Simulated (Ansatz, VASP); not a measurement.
**Two plane-wave programs on InSb**

Contents of INCAR:

```
SYSTEM = InSb
PREC     = Accurate       ! precision mode
ENCUT    = 400            ! plane-wave cutoff, eV
EDIFF    = 1E-6           ! SCF threshold, eV
ISMEAR   = 0              ! smearing method
SIGMA    = 0.1            ! smearing width, eV
LREAL    = .False.        ! projectors in reciprocal space
LASPH    = .True.         ! aspherical terms in the spheres
NELM     = 120            ! most SCF steps
ALGO     = Normal         ! electronic algorithm
ISIF     = 2              ! what is computed and relaxed
LWAVE    = .False.        ! write WAVECAR
LCHARG   = .False.        ! write CHGCAR
LDIPOL   = .True.       
IDIPOL   = 3            
DIPOL    = 0.5 0.5 0.441
GGA      = PE             ! functional
NBANDS   = 66             ! bands
GGA_COMPAT= .False.      
NELMDL   = -8
```

Contents of KPOINTS:

```
regular mesh
0
Gamma
  2 3 1
  0 0 0
```

POSCAR

```
InSb
1.0
    9.3830948359      0.0000000000      0.0000000000
    0.0000000000      6.6348499870      0.0000000000
    0.0000000000      0.0000000000     23.3643474179
In Sb
6 6
Direct
    0.2500000000      0.5000000000      0.3424020306
    0.7500000000      0.5000000000      0.3424020306
    0.4977145345      0.0795669260      0.4563129712
   -0.0006637197      0.0562537197      0.4518690512
    0.7366015820      0.4940713662      0.5168323459
    0.2466998716      0.5289345579      0.5223797623
    0.5000000000      0.2500000000      0.3424020306
    0.0000000000      0.2500000000      0.3424020306
    0.7453540231      0.8148832383      0.4332126083
    0.2527544248      0.8191125641      0.4301579563
   -0.0009516491      0.2947654350      0.5523714003
    0.4907806743      0.3025198803      0.5628458720
```

Input for Ansatz:

```yaml
crystal:
  lattice:
    - [9.3830948359, 0.0, 0.0]
    - [0.0, 6.634849987, 0.0]
    - [0.0, 0.0, 23.3643474179]
  atoms:
    - { symbol: In, position: [0.25, 0.5, 0.3424020306] }
    - { symbol: In, position: [0.75, 0.5, 0.3424020306] }
    - { symbol: Sb, position: [0.5, 0.25, 0.3424020306] }
    - { symbol: Sb, position: [0.0, 0.25, 0.3424020306] }
    - { symbol: In, position: [0.4977145345, 0.079566926, 0.4563129712] }
    - { symbol: In, position: [-0.0006637197, 0.0562537197, 0.4518690512] }
    - { symbol: Sb, position: [0.7453540231, 0.8148832383, 0.4332126083] }
    - { symbol: Sb, position: [0.2527544248, 0.8191125641, 0.4301579563] }
    - { symbol: In, position: [0.736601582, 0.4940713662, 0.5168323459] }
    - { symbol: In, position: [0.2466998716, 0.5289345579, 0.5223797623] }
    - { symbol: Sb, position: [-0.0009516491, 0.294765435, 0.5523714003] }
    - { symbol: Sb, position: [0.4907806743, 0.3025198803, 0.562845872] }
basis:
  ecutwfc: 420
kpoints:
  mp_grid: { grid: [2, 3, 1] }
hamiltonian:
  xc: pbe
scf:
  occupations: { method: gaussian, width: 0.1 }
output:
  forces: true
  eigenvalues: true
  write_density: true
  volumetric_format: npy
efield:
  axis: 3
  dipole_correction: true
  ramp_width: 0.04
```

Alike in both runs: task single point; functional PBE; k mesh 2 × 3 × 1; occupations gaussian, width 0.1 eV; no spin polarisation.

|  | VASP | Ansatz |
| --- | --- | --- |
| version | VASP 6.6.1 | Ansatz 0.2.0 |
| potentials or method | VASP PAW PBE potentials, release 64 (In_d, Sb), cutoff 400 eV | scalar-relativistic, plane waves, PAW |
| valence electrons in the cell | 108 | 168 |

VASP gave:

- gap on the k mesh at the Fermi level (eV): 0.18
- least direct gap on the mesh (eV): 0.38
- rms of the force components (eV/Å): 0.290

**Question.** Which values does Ansatz return?

**Answer.** gap on the k mesh at the Fermi level (eV): 0.18; least direct gap on the mesh (eV): 0.39; rms of the force components (eV/Å): 0.291.

VASP's potentials hold 108 valence electrons a cell and Ansatz's 168, so a difference there can come from the potentials and not from the codes.

Neither program's run includes spin-orbit coupling.
